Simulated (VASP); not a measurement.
# GaSb3 (I4mm) in VASP: a series of runs

GaSb3 is run at these levels: PBE+D3(BJ); tasks: single point.

Everything below comes from runs of VASP 6.6.1. Logs are shortened: lines on timing, memory, paths and dates and some standing lists are left out, and cuts for length are marked.

## Step 1: The cell of the first run

It takes space group I4mm (No. 107, tetragonal). The conventional cell has a = 5.159 Å, b = 5.159 Å, c = 7.296 Å, α = 90.00°, β = 90.00°, γ = 90.00°. Within 4.0 Å of Ga (site symmetry 4mm) lie 14 Sb at 3.02 to 3.90 Å. Sb (site symmetry 2mm) has 4 Ga at 3.02 to 3.31 Å and 10 Sb at 3.16 to 3.65 Å within 4.0 Å. Sb (site symmetry 4mm) has 8 Sb at 3.16 Å and 6 Ga at 3.40 to 3.90 Å within 4.2 Å.

## Step 2: Single point, PBE+D3(BJ) (atom 1 (Ga) moved +0.250 Å towards its neighbour atom 4 (Sb) at 3.648 Å)

The input, INCAR:

```
SYSTEM = GaSb3
  PREC = Accurate
  ENCUT = 520
  EDIFF = 1E-6
  ISMEAR = 0
  SIGMA = 0.15
  LREAL = .False.
  LASPH = .True.
  NELM = 100
  ALGO = Normal
  ISIF = 2
  LWAVE = .False.
  LCHARG = .False.
  GGA = PE
  IVDW = 12
  NBANDS = 22
```

The input, KPOINTS:

```
Automatic mesh
0
Gamma
  12 12 12
  0 0 0
```

The input, POSCAR:

```
GaSb3
1.0
    0.0000000000      3.6478901005      3.6478901005
    3.6478901005      0.0000000000      3.6478901005
    3.6478901005      3.6478901005      0.0000000000
Ga Sb
1 3
Direct
   -0.0342663832     -0.0342663832      0.0342663832
    0.2500000000      0.2500000000      0.2500000000
    0.7500000000      0.7500000000      0.7500000000
    0.5000000000      0.5000000000      0.5000000000
```

Potentials or basis: VASP PAW PBE potentials, release 64 (Ga_d, Sb).

The run is started by

```bash
$ cat potpaw_PBE.64/Ga_d/POTCAR potpaw_PBE.64/Sb/POTCAR > POTCAR
$ mpirun -np 1 vasp_std > vasp.out
```

OUTCAR:

```text
SYSTEM = GaSb3
   PREC = Accurate
   ENCUT = 520
   EDIFF = 1E-6
   ISMEAR = 0
   LREAL = .False.
   LASPH = .True.
   NELM = 100
   ISIF = 2
   GGA = PE
   IVDW = 12
 IVDW          = 12

 ion  position               nearest neighbor table
   1  0.966  0.966  0.034-   3 3.02   2 3.02   2 3.02   3 3.02   3 3.31   2 3.31   3 3.31   2 3.31

   2  0.250  0.250  0.250-   1 3.02   1 3.02   4 3.16   4 3.16   4 3.16   4 3.16   1 3.31   1 3.31
                             3 3.65   3 3.65   3 3.65   3 3.65   3 3.65   3 3.65
   3  0.750  0.750  0.750-   1 3.02   1 3.02   4 3.16   4 3.16   4 3.16   4 3.16   1 3.31   1 3.31
                             2 3.65   2 3.65   2 3.65   2 3.65   2 3.65   2 3.65
   4  0.500  0.500  0.500-   2 3.16   3 3.16   2 3.16   2 3.16   2 3.16   3 3.16   3 3.16   3 3.16

  LATTYP: Found a face centered cubic cell.
 ALAT       =     7.2957802010

  Lattice vectors:

 A1 = (   0.0000000000,   3.6478901005,   3.6478901005)
 A2 = (   3.6478901005,   0.0000000000,   3.6478901005)
 A3 = (   3.6478901005,   3.6478901005,   0.0000000000)

Analysis of symmetry for initial positions (statically):
=====================================================================
 Subroutine PRICEL returns:
 Original cell was already a primitive cell.

 Routine SETGRP: Setting up the symmetry group for a
 face centered cubic supercell.

 Subroutine GETGRP returns: Found  8 space group operations
 (whereof  8 operations were pure point group operations)
 out of a pool of 48 trial point group operations.

The static configuration has the point symmetry C_4v.

Analysis of symmetry for dynamics (positions and initial velocities):
=====================================================================
 Subroutine PRICEL returns:
 Original cell was already a primitive cell.

 Routine SETGRP: Setting up the symmetry group for a
 face centered cubic supercell.

 Subroutine GETGRP returns: Found  8 space group operations
 (whereof  8 operations were pure point group operations)
 out of a pool of 48 trial point group operations.

The dynamic configuration has the point symmetry C_4v.

 Subroutine INISYM returns: Found  8 space group operations
 (whereof  8 operations are pure point group operations),
 and found     1 'primitive' translations

----------------------------------------------------------------------------------------

                                     Primitive cell

  volume of cell :      97.0857

  direct lattice vectors                    reciprocal lattice vectors
     0.000000000  3.647890101  3.647890101    -0.137065533  0.137065533  0.137065533
     3.647890101  0.000000000  3.647890101     0.137065533 -0.137065533  0.137065533
     3.647890101  3.647890101  0.000000000     0.137065533  0.137065533 -0.137065533

  length of vectors
     5.158895654  5.158895654  5.158895654     0.237404467  0.237404467  0.237404467

  position of ions in fractional coordinates (direct lattice)
     0.965733617  0.965733617  0.034266383
     0.250000000  0.250000000  0.250000000
     0.750000000  0.750000000  0.750000000
     0.500000000  0.500000000  0.500000000

  ion indices of the primitive-cell ions
   primitive index   ion index
                 1           1
                 2           2
                 3           3
                 4           4

----------------------------------------------------------------------------------------

 KPOINTS: Automatic mesh

Automatic generation of k-mesh.
 Grid dimensions read from file:
 generate k-points for:   12   12   12

 Generating k-lattice:

  Cartesian coordinates                     Fractional coordinates (reciprocal lattice)
    -0.011422128  0.011422128  0.011422128     0.083333333  0.000000000  0.000000000
     0.011422128 -0.011422128  0.011422128     0.000000000  0.083333333  0.000000000
     0.011422128  0.011422128 -0.011422128     0.000000000  0.000000000  0.083333333

  Length of vectors
     0.019783706  0.019783706  0.019783706

  Shift w.r.t. Gamma in fractional coordinates (k-lattice)
     0.000000000  0.000000000  0.000000000

 Subroutine IBZKPT returns following result:
 ===========================================

 Found    163 irreducible k-points:

 Following reciprocal coordinates:
            Coordinates               Weight
  0.000000  0.000000  0.000000      1.000000
  0.083333  0.000000  0.000000      8.000000
  0.166667  0.000000  0.000000      8.000000
  0.250000  0.000000  0.000000      8.000000
  0.333333  0.000000  0.000000      8.000000
  0.416667  0.000000  0.000000      8.000000
[... 16 lines left out ...]
  0.000000 -0.333333  0.083333     16.000000
 -0.250000  0.083333  0.000000      8.000000
 [... further k-points ...]
   k-points           NKPTS =    163   k-points in BZ     NKDIM =    163   number of bands    NBANDS=     22
   number of dos      NEDOS =    301   number of ions     NIONS =      4
   total plane-waves  NPLWV =  64000
   dimension x,y,z NGX =    40 NGY =   40 NGZ =   40
   dimension x,y,z NGXF=    80 NGYF=   80 NGZF=   80
   ions per type =               1   3
   NGX,Y,Z   is equivalent  to a cutoff of  12.89, 12.89, 12.89 a.u.
   NGXF,Y,Z  is equivalent  to a cutoff of  25.78, 25.78, 25.78 a.u.
 SYSTEM =  GaSb3
   PREC   = accura    normal or accurate (medium, high low for compatibility)
   ISTART =      0    job   : 0-new  1-cont  2-samecut
   ICHARG =      2    charge: 1-file 2-atom 10-const
   ISPIN  =      1    spin polarized calculation?
   LNONCOLLINEAR =      F non collinear calculations
   LSORBIT =      F    spin-orbit coupling
   LASPH  =      T    aspherical Exc in radial PAW
   ENCUT  =  520.0 eV  38.22 Ry    6.18 a.u.   9.59  9.59  9.59*2*pi/ulx,y,z
   NELM   =    100;   NELMIN=  2; NELMDL= -5     # of ELM steps
   EDIFF  = 0.1E-05   stopping-criterion for ELM
   LREAL  =      F    real-space projection
   EDIFFG = 0.1E-04   stopping-criterion for IOM
   NSW    =      0    number of steps for IOM
   IBRION =     -1    ionic relax: 0-MD 1-quasi-New 2-CG
   NFREE  =      0    steps in history (QN), initial steepest desc. (CG)
   ISIF   =      2    stress and relaxation
   ISYM   =      2    0-nonsym 1-usesym 2-fastsym
   POTIM  = 0.5000    time-step for ionic-motion
   TEBEG  =    0.0;   TEEND  =   0.0 temperature during run
   PSTRESS=    0.0 pullay stress
   NELECT =      28.0000    total number of electrons
   NUPDOWN=      -1.0000    fix difference up-down
   EMIN   =  10.00;   EMAX   =-10.00  energy-range for DOS
   EFERMI =   0.00;   METHOD = LEGACY
   ISMEAR =     0;   SIGMA  =   0.15  broadening in eV -4-tet -1-fermi 0-gaus
   EFERMI_NEDOS =   21; number of points for ismear=-14 and -15
   IALGO  =     38    algorithm
   IMIX   =      4    mixing-type and parameters
     AMIX     =   0.40;   BMIX     =  1.00
     AMIX_MAG =   1.60;   BMIX_MAG =  1.00
  volume/ion in A,a.u.               =      24.27       163.79
  Fermi-wavevector in a.u.,A,eV,Ry     =   1.081623  2.043970 15.917558  1.169908
  Thomas-Fermi vector in A             =   2.217644
   LORBIT       =      0    0 simple, 1 ext, 2 COOP (PROOUT), +10 PAW based schemes
   GGA     = PE    functional components
   LHFCALC =     F    Hartree Fock is set to
   AEXX    =    0.0000 exact exchange contribution
   IVDW    =    12    specifies the selected vdW correction
   LEPSILON=     F    determine dielectric tensor
   LRPA    =     F    only Hartree local field effects (RPA)
 non-spin polarized calculation
 Gauss-broadening in eV      SIGMA  =   0.15
  energy-cutoff  :      520.00
  volume of cell :       97.09
 maximum number of plane-waves:      2685
   NGX = 19   NGY = 19   NGZ = 19

 number of electron      27.9999999 magnetization

 Free energy of the ion-electron system (eV)
  ---------------------------------------------------
  ext. energy  EPLUGINS =         0.00000000
  ---------------------------------------------------
  free energy    TOTEN  =       -14.43285999 eV

  energy without entropy =      -14.40792509  energy(sigma->0) =      -14.42039254

 E-fermi :   8.2378     XC(G=0): -10.4842

 val. band max:        8.2185728981   @ k =   0.3333   0.1667  -0.4167
 cond. band min:       8.2381056575   @ k =  -0.4167   0.4167   0.0000
 fundamental gap:      0.0195327594
 Fermi energy:         8.2377537580

 k-point     1 :       0.0000    0.0000    0.0000
  band No.  band energies     occupation
      1      -6.5770      2.00000
      2      -6.5770      2.00000
      3      -6.5766      2.00000
      4      -6.5632      2.00000
      5      -6.5559      2.00000
      6      -4.6925      2.00000
[... 14 lines left out ...]
     21      15.6443      0.00000
     22      15.6935      0.00000

 k-point     2 :       0.0833    0.0000    0.0000
  band No.  band energies     occupation
      1      -6.5777      2.00000
      2      -6.5767      2.00000
      3      -6.5761      2.00000
      4      -6.5633      2.00000
      5      -6.5559      2.00000
      6      -4.6355      2.00000
[... 14 lines left out ...]
     21      15.1102      0.00000
     22      15.5111      0.00000

 k-point     3 :       0.1667    0.0000    0.0000
  band No.  band energies     occupation
      1      -6.5789      2.00000
      2      -6.5762      2.00000
      3      -6.5755      2.00000
      4      -6.5634      2.00000
      5      -6.5561      2.00000
      6      -4.4649      2.00000
[... 14 lines left out ...]
     21      13.9232      0.00000
     22      15.0429      0.00000

 k-point     4 :       0.2500    0.0000    0.0000
  band No.  band energies     occupation
      1      -6.5807      2.00000
      2      -6.5755      2.00000
      3      -6.5748      2.00000
      4      -6.5636      2.00000
      5      -6.5564      2.00000
      6      -4.1835      2.00000
[... 14 lines left out ...]
     21      13.4658      0.00000
     22      14.2344      0.00000

 k-point     5 :       0.3333    0.0000    0.0000
  band No.  band energies     occupation
      1      -6.5825      2.00000
      2      -6.5748      2.00000
      3      -6.5743      2.00000
      4      -6.5636      2.00000
      5      -6.5566      2.00000
      6      -3.7994      2.00000
[... 14 lines left out ...]
     21      13.1605      0.00000
     22      14.6449      0.00000

 k-point     6 :       0.4167    0.0000    0.0000
  band No.  band energies     occupation
      1      -6.5839      2.00000
      2      -6.5743      2.00000
      3      -6.5741      2.00000
      4      -6.5636      2.00000
      5      -6.5567      2.00000
      6      -3.3451      2.00000
[... 14 lines left out ...]
     21      13.5902      0.00000
     22      15.9092      0.00000

 k-point     7 :       0.5000    0.0000    0.0000
  band No.  band energies     occupation
      1      -6.5845      2.00000
      2      -6.5741      2.00000
      3      -6.5740      2.00000
      4      -6.5635      2.00000
      5      -6.5567      2.00000
      6      -3.0380      2.00000
[... 324 lines left out ...]
      6      -3.1481      2.00000
[... 14 lines left out ...]
     21      13.7876      0.00000
     22      16.0557      0.00000

 k-point    21 :       0.0000   -0.4167    0.0833
  band No.  band energies     occupation
      1      -6.5838      2.00000
      2      -6.5750      2.00000
      3      -6.5734      2.00000
      4      -6.5638      2.00000
      5      -6.5569      2.00000
      6      -3.1499      2.00000
[... 14 lines left out ...]
     21      13.7745      0.00000
     22      16.0615      0.00000

 k-point    22 :      -0.3333    0.0833    0.0000
  band No.  band energies     occupation
      1      -6.5828      2.00000
      2      -6.5745      2.00000
      3      -6.5745      2.00000
      4      -6.5636      2.00000
      5      -6.5569      2.00000
      6      -3.6014      2.00000
[... 14 lines left out ...]
     21      13.3823      0.00000
     22      14.8550      0.00000

 k-point    23 :       0.0000   -0.3333    0.0833
  band No.  band energies     occupation
      1      -6.5827      2.00000
      2      -6.5752      2.00000
      3      -6.5738      2.00000
      4      -6.5639      2.00000
      5      -6.5567      2.00000
      6      -3.6032      2.00000
[... 14 lines left out ...]
     21      13.3274      0.00000
     22      14.8188      0.00000

 k-point    24 :      -0.2500    0.0833    0.0000
  band No.  band energies     occupation
      1      -6.5813      2.00000
      2      -6.5751      2.00000
      3      -6.5747      2.00000
      4      -6.5634      2.00000
      5      -6.5568      2.00000
      6      -4.0152      2.00000
[... 14 lines left out ...]
     21      13.9443      0.00000
     22      14.2413      0.00000

 [... further k-points ...]

------------------------ aborting loop because EDIFF is reached ----------------------------------------

 Edisp (eV)   -1.91727

 E8    (eV) :    -0.8849

  FORCE on cell =-STRESS in cart. coord.  units (eV):
  Direction    XX          YY          ZZ          XY          YZ          ZX
  --------------------------------------------------------------------------------------
  -------------------------------------------------------------------------------------
  Total       0.51476     0.51476     0.31195     0.00000    -0.00000     0.00000
  in kB       8.49489     8.49489     5.14808     0.00000    -0.00000     0.00000
  external pressure =        7.38 kB  Pullay stress =        0.00 kB

 VOLUME and BASIS-vectors are now :
 -----------------------------------------------------------------------------
  energy-cutoff  :      520.00
  volume of cell :       97.09
      direct lattice vectors                 reciprocal lattice vectors
     0.000000000  3.647890101  3.647890101    -0.137065533  0.137065533  0.137065533
     3.647890101  0.000000000  3.647890101     0.137065533 -0.137065533  0.137065533
     3.647890101  3.647890101  0.000000000     0.137065533  0.137065533 -0.137065533

 POSITION                                       TOTAL-FORCE (eV/Angst)
 -----------------------------------------------------------------------------------
      3.64789      3.64789      7.04578         0.000000      0.000000      0.458389
      1.82395      1.82395      1.82395         0.000000      0.000000     -0.089154
      5.47184      5.47184      5.47184        -0.000000     -0.000000     -0.089154
      3.64789      3.64789      3.64789         0.000000      0.000000     -0.280081
 -----------------------------------------------------------------------------------
    total drift:                                0.000002      0.000002     -0.001326

  FREE ENERGIE OF THE ION-ELECTRON SYSTEM (eV)
  ---------------------------------------------------
  free  energy   TOTEN  =       -16.3501331846 eV

  energy  without entropy=      -16.3251982827  energy(sigma->0) =      -16.33766573
```

Run time: 6 min. Hardware: 1 thread of Intel Xeon 8259CL, shared host; peak memory 0.49 GiB.

Results:

```yaml
Free_energy: -16.3501 eV
Pressure: 0.7 GPa
Largest_force: 0.458 eV/Å
Band_gap_on_the_k_mesh: zero (bands 14 and 15 overlap by 4.05 eV)
Dispersion_energy_per_atom: -0.479 eV
```

Forces in eV/Å, atoms in the order of the input:
```
Ga   0.000  0.000  0.458
Sb   0.000  0.000 -0.089
Sb   0.000  0.000 -0.089
Sb   0.000  0.000 -0.280
```

Caveat: the cell differs from its parent crystal (atom 1 (Ga) moved +0.250 Å towards its neighbour atom 4 (Sb) at 3.648 Å); spin-orbit coupling is left out, which moves the levels of the heavy elements.

[end of part 1 of 2]
